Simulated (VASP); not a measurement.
Here is a VASP 6.6.1 calculation.

File POSCAR:

```
HgTe
1.0
    0.0000000000      3.3260106985      3.3260106985
    3.3260106985      0.0000000000      3.3260106985
    3.3260106985      3.3260106985      0.0000000000
Hg Te
1 1
Direct
    0.0000000000      0.0000000000      0.0000000000
    0.2500000000      0.2500000000      0.2500000000
```

The input INCAR.step1:

```
SYSTEM = HgTe
PREC = Accurate
ENCUT = 600
ISMEAR = -1
SIGMA = 0.02
LREAL = .False.
LASPH = .True.
NELM = 80
GGA = PE
ALGO = Normal
EDIFF = 1E-4
LWAVE = .True.
LCHARG = .False.
```

INCAR.step2

```
SYSTEM = HgTe
PREC = Accurate
ENCUT = 600
EDIFF = 1E-7
ISMEAR = -1
SIGMA = 0.02
LREAL = .False.
LASPH = .True.
NELM = 80
ALGO = Normal
ISIF = 3
LWAVE = .False.
LCHARG = .False.
METAGGA = R2SCAN
LMIXTAU = .True.
IBRION = 2
NSW = 80
EDIFFG = -0.005
ISTART = 1
```

KPOINTS

```
Automatic mesh
0
Gamma
  6 6 6
  0 0 0
```

Potentials or basis: VASP PAW PBE potentials, release 64 (Hg, Te).

Command:

```console
$ cat potpaw_PBE.64/Hg/POTCAR potpaw_PBE.64/Te/POTCAR > POTCAR
$ cp INCAR.step1 INCAR
$ mpirun -np 1 vasp_std > vasp.out
$ cp INCAR.step2 INCAR
$ mpirun -np 1 vasp_std > vasp.out
```

Task: What does it give for the relaxed volume?

Result: 35.62 Å³/atom.

Task: Estimate the band gap on the k mesh.

Result: Zero (filled and empty bands touch).

Final structure:
```
Hg Te
1.0
     0.00000    3.29028    3.29028
     3.29028    0.00000    3.29028
     3.29028    3.29028    0.00000
Hg Te
1 1
Direct
  0.00000 0.00000 0.00000
  0.25000 0.25000 0.25000
```

Caveat: the PAW data sets were made with another functional, which shifts forces and pressure a little; spin-orbit coupling is left out, which moves the levels of the heavy elements.
